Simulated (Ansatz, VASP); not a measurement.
**One calculation of SiO2, two programs**

The input INCAR:

```
PREC     = Accurate       # precision mode
ENCUT    = 520            # plane-wave cutoff, eV
EDIFF    = 1E-7           # SCF threshold, eV
ISMEAR   = 0              # smearing method
SIGMA    = 0.02           # smearing width, eV
LREAL    = F              # projectors in reciprocal space
LASPH    = T              # aspherical terms in the spheres
NELM     = 60             # most SCF steps
ALGO     = Normal         # electronic algorithm
ISIF     = 2              # what is computed and relaxed
LWAVE    = F              # write WAVECAR
LCHARG   = F              # write CHGCAR
GGA      = CA             # functional
NBANDS   = 44             # bands
```

Contents of KPOINTS:

```
Automatic mesh
0
Gamma
  6 6 6
```

Contents of POSCAR:

```
SiO2
1.0
   -2.6340660825      3.6072165678      4.4132899025
    2.6340660825     -3.6072165678      4.4132899025
    2.6340660825      3.6072165678     -4.4132899025
Si O
4 8
Direct
    0.8552702462      0.8222100061      0.0330602401
    0.7108502340      0.1777899939      0.5330602401
    0.1447297538      0.1777899939      0.9669397599
    0.2891497660      0.8222100061      0.4669397599
    0.0357497063      0.7857497063      0.2500000000
    0.9642502937      0.2142502937      0.7500000000
    0.6918063554      0.5000000000      0.6918063554
    0.3081936446      0.0000000000      0.8081936446
    0.3081936446      0.5000000000      0.3081936446
    0.6918063554      0.0000000000      0.1918063554
    0.0000000000      0.0000000000      0.0000000000
    0.5000000000      0.0000000000      0.5000000000
```

Input for Ansatz:

```yaml
crystal:
  lattice:
    - [-2.6340660825, 3.6072165678, 4.4132899025]
    - [2.6340660825, -3.6072165678, 4.4132899025]
    - [2.6340660825, 3.6072165678, -4.4132899025]
  atoms:
    - { symbol: Si, position: [0.8552702462, 0.8222100061, 0.0330602401] }
    - { symbol: Si, position: [0.710850234, 0.1777899939, 0.5330602401] }
    - { symbol: Si, position: [0.1447297538, 0.1777899939, 0.9669397599] }
    - { symbol: Si, position: [0.289149766, 0.8222100061, 0.4669397599] }
    - { symbol: O, position: [0.0357497063, 0.7857497063, 0.25] }
    - { symbol: O, position: [0.9642502937, 0.2142502937, 0.75] }
    - { symbol: O, position: [0.6918063554, 0.5, 0.6918063554] }
    - { symbol: O, position: [0.3081936446, 0.0, 0.8081936446] }
    - { symbol: O, position: [0.3081936446, 0.5, 0.3081936446] }
    - { symbol: O, position: [0.6918063554, 0.0, 0.1918063554] }
    - { symbol: O, position: [0.0, 0.0, 0.0] }
    - { symbol: O, position: [0.5, 0.0, 0.5] }
basis:
  ecutwfc: 420
kpoints:
  mp_grid: { grid: [6, 6, 6] }
  band_path: { path: [VBM, CBM], npoints: 2 }
hamiltonian:
  xc: lda
scf:
  occupations: { method: gaussian, width: 0.02 }
output:
  forces: true
  stress: true
  eigenvalues: true
checkpoint:
  read: start.run
  write: ck
  compress: false
  write_wavefunctions: false
  write_every: 100000
```

Alike in both runs: task single point; functional LDA; k mesh 6 × 6 × 6; occupations gaussian, width 0.02 eV; no spin polarisation.

|  | VASP | Ansatz |
| --- | --- | --- |
| version | VASP 6.6.1 | Ansatz 0.2.0 |
| potentials or method | VASP PAW LDA potentials, release 64 (Si, O), cutoff 520 eV | scalar-relativistic, plane waves, PAW |
| valence electrons in the cell | 64 | 64 |

```csv
,VASP,Ansatz,Ansatz less VASP
gap on the k mesh at the Fermi level (eV),5.41,5.41,+0.003
least direct gap on the mesh (eV),5.43,5.44,+0.003
pressure (GPa),4.6,4.0,-0.63
"traceless stress, the component that is largest in VASP (GPa)",0.20,0.02,-0.177
rms of the force components (eV/Å),0.021,0.001,-0.0206
```

LDA's correlation is that of Perdew and Zunger in VASP and of Perdew and Wang (1992) in Ansatz. Atom by atom the forces differ by 0.022 eV/Å (rms over components).
